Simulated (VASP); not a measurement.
# Be6N (P4mm) in VASP: a series of runs

The runs below take Be6N through single point, with PBE.

Program: VASP 6.6.1. These are calculated values, not measurements. Logs are shortened: lines on timing, memory, paths and dates and some standing lists are left out, and cuts for length are marked.

## 1. The cell of the first run

Symmetry: P4mm, No. 99, tetragonal system. The conventional cell has a = 3.888 Å, b = 3.888 Å, c = 4.326 Å, α = 90.00°, β = 90.00°, γ = 90.00°. Be (site symmetry m) has 4 Be at 1.56 to 1.65 Å within 2.1 Å. Be (site symmetry 2mm) has 2 Be at 1.56 Å within 2.1 Å. Within 3.1 Å of N (site symmetry 4mm) lie 16 Be at 2.35 to 3.06 Å.

The cell was generated, and may not be a known phase.

## 2. Single point, PBE

Contents of INCAR:

```
SYSTEM = Be6N
PREC     = Accurate       ! precision mode
ENCUT    = 520            ! plane-wave cutoff, eV
EDIFF    = 1E-6           ! SCF threshold, eV
ISMEAR   = 0              ! smearing method
SIGMA    = 0.1            ! smearing width, eV
LREAL    = .FALSE.        ! projectors in reciprocal space
LASPH    = .TRUE.         ! aspherical terms in the spheres
NELM     = 100            ! most SCF steps
ALGO     = Normal         ! electronic algorithm
ISIF     = 2              ! what is computed and relaxed
LWAVE    = .FALSE.        ! write WAVECAR
LCHARG   = .FALSE.        ! write CHGCAR
GGA      = PE             ! functional
NBANDS   = 18             ! bands
```

Contents of KPOINTS:

```
Automatic mesh
0
G
  4 4 4
  0 0 0
```

Contents of POSCAR:

```
Be6N
1.0
    3.8882684500      0.0000000000      0.0000000000
    0.0000000000      3.8882684500      0.0000000000
    0.0000000000      0.0000000000      4.3257979500
Be N
6 1
Direct
    0.2122553800      0.5000000000      0.1245283900
    0.7877446200      0.5000000000      0.1245283900
    0.5000000000      0.2122553800      0.1245283900
    0.5000000000      0.7877446200      0.1245283900
    0.5000000000      0.0000000000      0.4307873600
    0.0000000000      0.5000000000      0.4307873600
    0.0000000000      0.0000000000      0.8854693000
```

Potentials or basis: VASP PAW PBE potentials, release 64 (Be, N).

Launch:

```bash
cat potpaw_PBE.64/Be/POTCAR potpaw_PBE.64/N/POTCAR > POTCAR
mpirun -np 1 vasp_std > vasp.out
```

OUTCAR:

```text
SYSTEM = Be6N
   PREC = Accurate
   ENCUT = 520
   EDIFF = 1E-6
   ISMEAR = 0
   LREAL = .FALSE.
   LASPH = .TRUE.
   NELM = 100
   ISIF = 2
   GGA = PE

 ion  position               nearest neighbor table
   1  0.212  0.500  0.125-   6 1.56   4 1.58   3 1.58   2 1.65   2 2.24
   2  0.788  0.500  0.125-   6 1.56   4 1.58   3 1.58   1 1.65   1 2.24
   3  0.500  0.212  0.125-   5 1.56   2 1.58   1 1.58   4 1.65   4 2.24
   4  0.500  0.788  0.125-   5 1.56   2 1.58   1 1.58   3 1.65   3 2.24
   5  0.500  0.000  0.431-   3 1.56   4 1.56
   6  0.000  0.500  0.431-   1 1.56   2 1.56
   7  0.000  0.000  0.885-

  LATTYP: Found a simple tetragonal cell.
 ALAT       =     3.8882684500
 C/A-ratio  =     1.1125255382

  Lattice vectors:

 A1 = (   3.8882684500,   0.0000000000,   0.0000000000)
 A2 = (   0.0000000000,   3.8882684500,   0.0000000000)
 A3 = (   0.0000000000,   0.0000000000,   4.3257979500)

Analysis of symmetry for initial positions (statically):
=====================================================================
 Subroutine PRICEL returns:
 Original cell was already a primitive cell.

 Routine SETGRP: Setting up the symmetry group for a
 simple tetragonal supercell.

 Subroutine GETGRP returns: Found  8 space group operations
 (whereof  8 operations were pure point group operations)
 out of a pool of 16 trial point group operations.

The static configuration has the point symmetry C_4v.

Analysis of symmetry for dynamics (positions and initial velocities):
=====================================================================
 Subroutine PRICEL returns:
 Original cell was already a primitive cell.

 Routine SETGRP: Setting up the symmetry group for a
 simple tetragonal supercell.

 Subroutine GETGRP returns: Found  8 space group operations
 (whereof  8 operations were pure point group operations)
 out of a pool of 16 trial point group operations.

The dynamic configuration has the point symmetry C_4v.

 Subroutine INISYM returns: Found  8 space group operations
 (whereof  8 operations are pure point group operations),
 and found     1 'primitive' translations

----------------------------------------------------------------------------------------

                                     Primitive cell

  volume of cell :      65.4001

  direct lattice vectors                    reciprocal lattice vectors
     3.888268450  0.000000000  0.000000000     0.257183889  0.000000000  0.000000000
     0.000000000  3.888268450  0.000000000     0.000000000  0.257183889  0.000000000
     0.000000000  0.000000000  4.325797950     0.000000000  0.000000000  0.231171222

  length of vectors
     3.888268450  3.888268450  4.325797950     0.257183889  0.257183889  0.231171222

  position of ions in fractional coordinates (direct lattice)
     0.212255380  0.500000000  0.124528390
     0.787744620  0.500000000  0.124528390
     0.500000000  0.212255380  0.124528390
     0.500000000  0.787744620  0.124528390
     0.500000000  0.000000000  0.430787360
     0.000000000  0.500000000  0.430787360
     0.000000000  0.000000000  0.885469300

  ion indices of the primitive-cell ions
   primitive index   ion index
                 1           1
                 2           2
                 3           3
                 4           4
                 5           5
                 6           6
                 7           7

----------------------------------------------------------------------------------------

 KPOINTS: Automatic mesh

Automatic generation of k-mesh.
 Grid dimensions read from file:
 generate k-points for:    4    4    4

 Generating k-lattice:

  Cartesian coordinates                     Fractional coordinates (reciprocal lattice)
     0.064295972  0.000000000  0.000000000     0.250000000  0.000000000  0.000000000
     0.000000000  0.064295972  0.000000000     0.000000000  0.250000000  0.000000000
     0.000000000  0.000000000  0.057792806     0.000000000  0.000000000  0.250000000

  Length of vectors
     0.064295972  0.064295972  0.057792806

  Shift w.r.t. Gamma in fractional coordinates (k-lattice)
     0.000000000  0.000000000  0.000000000

 Subroutine IBZKPT returns following result:
 ===========================================

 Found     18 irreducible k-points:

 Following reciprocal coordinates:
            Coordinates               Weight
  0.000000  0.000000  0.000000      1.000000
  0.250000  0.000000  0.000000      4.000000
  0.500000  0.000000  0.000000      2.000000
  0.250000  0.250000  0.000000      4.000000
  0.500000  0.250000  0.000000      4.000000
  0.500000  0.500000  0.000000      1.000000
[... 10 lines left out ...]
  0.500000  0.250000  0.500000      4.000000
  0.500000  0.500000  0.500000      1.000000
   k-points           NKPTS =     18   k-points in BZ     NKDIM =     18   number of bands    NBANDS=     18
   number of dos      NEDOS =    301   number of ions     NIONS =      7
   total plane-waves  NPLWV =  28800
   dimension x,y,z NGX =    30 NGY =   30 NGZ =   32
   dimension x,y,z NGXF=    60 NGYF=   60 NGZF=   64
   ions per type =               6   1
   NGX,Y,Z   is equivalent  to a cutoff of  12.83, 12.83, 12.30 a.u.
   NGXF,Y,Z  is equivalent  to a cutoff of  25.65, 25.65, 24.60 a.u.
 SYSTEM =  Be6N
   PREC   = accura    normal or accurate (medium, high low for compatibility)
   ISTART =      0    job   : 0-new  1-cont  2-samecut
   ICHARG =      2    charge: 1-file 2-atom 10-const
   ISPIN  =      1    spin polarized calculation?
   LNONCOLLINEAR =      F non collinear calculations
   LSORBIT =      F    spin-orbit coupling
   LASPH  =      T    aspherical Exc in radial PAW
   ENCUT  =  520.0 eV  38.22 Ry    6.18 a.u.   7.23  7.23  8.04*2*pi/ulx,y,z
   NELM   =    100;   NELMIN=  2; NELMDL= -5     # of ELM steps
   EDIFF  = 0.1E-05   stopping-criterion for ELM
   LREAL  =      F    real-space projection
   EDIFFG = 0.1E-04   stopping-criterion for IOM
   NSW    =      0    number of steps for IOM
   IBRION =     -1    ionic relax: 0-MD 1-quasi-New 2-CG
   NFREE  =      0    steps in history (QN), initial steepest desc. (CG)
   ISIF   =      2    stress and relaxation
   ISYM   =      2    0-nonsym 1-usesym 2-fastsym
   POTIM  = 0.5000    time-step for ionic-motion
   TEBEG  =    0.0;   TEEND  =   0.0 temperature during run
   PSTRESS=    0.0 pullay stress
   NELECT =      17.0000    total number of electrons
   NUPDOWN=      -1.0000    fix difference up-down
   EMIN   =  10.00;   EMAX   =-10.00  energy-range for DOS
   EFERMI =   0.00;   METHOD = LEGACY
   ISMEAR =     0;   SIGMA  =   0.10  broadening in eV -4-tet -1-fermi 0-gaus
   EFERMI_NEDOS =   21; number of points for ismear=-14 and -15
   IALGO  =     38    algorithm
   IMIX   =      4    mixing-type and parameters
     AMIX     =   0.40;   BMIX     =  1.00
     AMIX_MAG =   1.60;   BMIX_MAG =  1.00
  volume/ion in A,a.u.               =       9.34        63.05
  Fermi-wavevector in a.u.,A,eV,Ry     =   1.044796  1.974378 14.852106  1.091599
  Thomas-Fermi vector in A             =   2.179564
   LORBIT       =      0    0 simple, 1 ext, 2 COOP (PROOUT), +10 PAW based schemes
   GGA     = PE    functional components
   LHFCALC =     F    Hartree Fock is set to
   AEXX    =    0.0000 exact exchange contribution
   IVDW    =     0    specifies the selected vdW correction
   LEPSILON=     F    determine dielectric tensor
   LRPA    =     F    only Hartree local field effects (RPA)
 non-spin polarized calculation
 Gauss-broadening in eV      SIGMA  =   0.10
  energy-cutoff  :      520.00
  volume of cell :       65.40
 maximum number of plane-waves:      1784
 NGX is ok and might be reduce to    30
   NGX = 15   NGY = 15   NGZ = 17

 number of electron      16.9999999 magnetization

 Free energy of the ion-electron system (eV)
  ---------------------------------------------------
  ext. energy  EPLUGINS =         0.00000000
  ---------------------------------------------------
  free energy    TOTEN  =       -11.35269140 eV

  energy without entropy =      -11.34118408  energy(sigma->0) =      -11.34693774

 E-fermi :   4.3037     XC(G=0):  -9.7866

 val. band max:        4.2718447418   @ k =   0.5000   0.0000   0.5000
 cond. band min:       4.3523174714   @ k =   0.2500   0.0000   0.0000
 fundamental gap:      0.0804727296
 Fermi energy:         4.3037402262

 k-point     1 :       0.0000    0.0000    0.0000
  band No.  band energies     occupation
      1      -9.6228      2.00000
      2      -3.4484      2.00000
      3      -0.1528      2.00000
      4       0.0806      2.00000
      5       0.0806      2.00000
      6       1.2097      2.00000
[... 10 lines left out ...]
     17      11.7567      0.00000
     18      11.8894      0.00000

 k-point     2 :       0.2500    0.0000    0.0000
  band No.  band energies     occupation
      1      -9.4980      2.00000
      2      -3.5280      2.00000
      3      -1.1838      2.00000
      4       0.2754      2.00000
      5       0.3974      2.00000
      6       1.2772      2.00000
[... 10 lines left out ...]
     17      11.2435      0.00000
     18      11.6688      0.00000

 k-point     3 :       0.5000    0.0000    0.0000
  band No.  band energies     occupation
      1      -9.3608      2.00000
      2      -3.7744      2.00000
      3      -1.2607      2.00000
      4       0.2452      2.00000
      5       0.5094      2.00000
      6       0.8527      2.00000
[... 286 lines left out ...]
 k-point    17 :       0.5000    0.2500    0.5000
  band No.  band energies     occupation
      1      -9.1516      2.00000
      2      -2.8811      2.00000
      3      -1.9117      2.00000
      4      -0.9984      2.00000
      5      -0.4162      2.00000
      6       0.0428      2.00000
[... 10 lines left out ...]
     17      11.3134      0.00000
     18      12.8673      0.00000

 k-point    18 :       0.5000    0.5000    0.5000
  band No.  band energies     occupation
      1      -9.0496      2.00000
      2      -2.2120      2.00000
      3      -1.7354      2.00000
      4      -1.7354      2.00000
      5      -0.7959      2.00000
      6       0.9167      2.00000
[... 10 lines left out ...]
     17      12.1133      0.00000
     18      12.2070      0.00000

------------------------ aborting loop because EDIFF is reached ----------------------------------------

  FORCE on cell =-STRESS in cart. coord.  units (eV):
  Direction    XX          YY          ZZ          XY          YZ          ZX
  --------------------------------------------------------------------------------------
  -------------------------------------------------------------------------------------
  Total       20.5706581     20.5706581     24.4253340      0.0000000      0.0000000      0.0000000
  in kB      503.9414206    503.9414206    598.3735382      0.0000000      0.0000000      0.0000000
  external PRESSURE =     535.4187931 kB  Pullay stress =       0.0000000 kB

 VOLUME and BASIS-vectors are now :
 -----------------------------------------------------------------------------
  energy-cutoff  :      520.00
  volume of cell :       65.40
      direct lattice vectors                 reciprocal lattice vectors
     3.888268450  0.000000000  0.000000000     0.257183889  0.000000000  0.000000000
     0.000000000  3.888268450  0.000000000     0.000000000  0.257183889  0.000000000
     0.000000000  0.000000000  4.325797950     0.000000000  0.000000000  0.231171222

 POSITION                                       TOTAL-FORCE (eV/Angst)
 -----------------------------------------------------------------------------------
      0.82531      1.94413      0.53868        -0.213785      0.000000     -5.642244
      3.06296      1.94413      0.53868         0.213785      0.000000     -5.642244
      1.94413      0.82531      0.53868        -0.000000     -0.213785     -5.642244
      1.94413      3.06296      0.53868        -0.000000      0.213785     -5.642244
      1.94413      0.00000      1.86350        -0.000000      0.000000     11.721141
      0.00000      1.94413      1.86350        -0.000000      0.000000     11.721141
      0.00000      0.00000      3.83036        -0.000000      0.000000     -0.873307
 -----------------------------------------------------------------------------------
    total drift:                                0.000000      0.000000      0.000122

  FREE ENERGIE OF THE ION-ELECTRON SYSTEM (eV)
  ---------------------------------------------------
  free  energy   TOTEN  =       -11.3526913972 eV

  energy  without entropy=      -11.3411840793  energy(sigma->0) =      -11.34693774
```

Run time: 9.2 s. Hardware: 1 thread of Intel Xeon 6975P-C (Granite Rapids), shared host; peak memory 0.16 GiB.

Results:

- Free energy: -11.3527 eV
- Pressure: 53.5 GPa
- Largest force: 11.721 eV/Å
- Band gap on the k mesh: zero (an odd number of electrons rules out a gap without spin polarisation)

Forces in eV/Å, atoms in the order of the input:
```
Be  -0.214  0.000 -5.642
Be   0.214  0.000 -5.642
Be   0.000 -0.214 -5.642
Be   0.000  0.214 -5.642
Be   0.000  0.000 11.721
Be   0.000  0.000 11.721
N    0.000  0.000 -0.873
```

Stress tensor (GPa, compression positive):
```
50.39  0.00  0.00
 0.00 50.39  0.00
 0.00  0.00 59.84
```

Caveat: the k points lie up to 0.40 Å⁻¹ apart, too coarse for converged energies and pressures of a metal; forces of over 1 eV/Å act on the atoms, so gaps and moduli don't describe the material at rest.

(Part 1 of 2 ends here.)

The gap in the log of VASP goes by the Fermi energy; the results here count the filled bands.